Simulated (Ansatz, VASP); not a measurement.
## LiCl in VASP and in Ansatz

```xyz
2
Lattice="0.0000 2.5904 2.5648 2.5904 0.0000 2.5648 2.5904 2.5904 0.0000" Properties=species:S:1:pos:R:3 pbc="T T T"
Li    0.0000    0.0000    0.0000
Cl    2.5904    2.5904    2.5648
```

Change from the starting cell: strain +0.0100 x Voigt [1, 1, 0, 0, 0, 0], atoms carried along.

Alike in both runs: task single point; functional PBEsol; k mesh 8 × 8 × 8; occupations gaussian, width 0.05 eV; no spin polarisation.

|  | VASP | Ansatz |
| --- | --- | --- |
| version | VASP 6.6.1 | Ansatz 0.2.0 |
| potentials or method | VASP PAW PBE potentials, release 64 (Li_sv, Cl), cutoff 520 eV | scalar-relativistic, plane waves, PAW |
| valence electrons in the cell | 10 | 10 |

Ansatz gave:

```
gap on the k mesh at the Fermi level (eV) : 6.01
least direct gap on the mesh (eV)         : 6.01
```

**Question.** What did VASP give for the same quantities?

**Answer.** gap on the k mesh at the Fermi level (eV): 6.02; least direct gap on the mesh (eV): 6.02.

VASP's potentials were made for PBE, not for PBEsol.

Noted on VASP's run: the cutoff is short for stress, so the pressure is rough.
